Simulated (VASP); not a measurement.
A run of VASP 6.6.1 is set up as follows.

The input INCAR:

```
ALGO = Normal ; EDIFF = 1E-6
ENCUT = 520 ; GGA = PE
ISIF = 2 ; ISMEAR = -1
LASPH = True ; LCHARG = False
LREAL = False ; LWAVE = False
NBANDS = 28 ; NELM = 60
PREC = Accurate ; SIGMA = 0.02
```

Contents of KPOINTS:

```
k-points
0
Gamma
  12 12 6
```

POSCAR

```
SnO
1.0
    4.1745673716      0.0000000000      0.0000000000
   -2.0872836858      3.6152813936      0.0000000000
    0.0000000000      0.0000000000      5.2308963472
Sn O
2 2
Direct
    0.3333333333      0.6666666667      0.2500000000
    0.6666666667      0.3333333333      0.7500000000
    0.6666666667      0.3333333333      0.2500000000
    0.3333333333      0.6666666667      0.7500000000
```

Potentials or basis: VASP PAW PBE potentials, release 64 (Sn_d, O).

Command:

```console
$ cat potpaw_PBE.64/Sn_d/POTCAR potpaw_PBE.64/O/POTCAR > POTCAR
$ mpirun -np 1 vasp_std > vasp.out
```

(1) Predict the pressure.

(2) What does it give for the band gap on the k mesh?

Answers

(1) 0.0 GPa.

(2) 0.48 eV, direct.

Caveat: spin-orbit coupling is left out, which moves the levels of the heavy elements.
